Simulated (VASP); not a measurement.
Write the native input for VASP 6.6.1 that does the following.

```yaml
Task: single point
Functional: PBE
Potentials_or_basis: VASP PAW PBE potentials, release 64 (Re)
Cutoff: 520 eV
k_mesh: 8 × 8 × 8
Occupations: gaussian, width 0.05 eV
Spin: no spin polarisation
Dipole_correction: no
Further_INCAR_settings: ALGO = Fast; EDIFF = 1e-06; NBANDS = 10
```

The structure of Re lies in POSCAR:

```
Re
1.0
    0.0000000000      1.9741118735      1.9741118735
    1.9741118735      0.0000000000      1.9741118735
    1.9741118735      1.9741118735      0.0000000000
Re
1
Direct
    0.0000000000      0.0000000000      0.0000000000
```

This isn't the form of Re at room conditions, which is hcp.

These files were run (other wordings do the same):

INCAR

```
PREC = Accurate
ENCUT = 520
EDIFF = 1E-6
ISMEAR = 0
SIGMA = 0.05
LREAL = F
LASPH = T
NELM = 80
ALGO = Fast
ISIF = 2
LWAVE = F
LCHARG = F
GGA = PE
NBANDS = 10
```

KPOINTS

```
Automatic mesh
0
Gamma
  8 8 8
```

Potentials or basis: VASP PAW PBE potentials, release 64 (Re).

The run is started by

```sh
$ cat potpaw_PBE.64/Re/POTCAR > POTCAR
$ mpirun -np 1 vasp_std > vasp.out
```

It gave:

```yaml
Pressure: -9.8 GPa
Band_gap_on_the_k_mesh: zero (an odd number of electrons rules out a gap without spin polarisation)
```

Caveat: the cell stands under tension; spin-orbit coupling is left out, which moves the levels of the heavy elements.

Run time: 12 s on 1 thread of AMD EPYC 7R13, with other jobs on the host, peak memory 0.11 GiB.
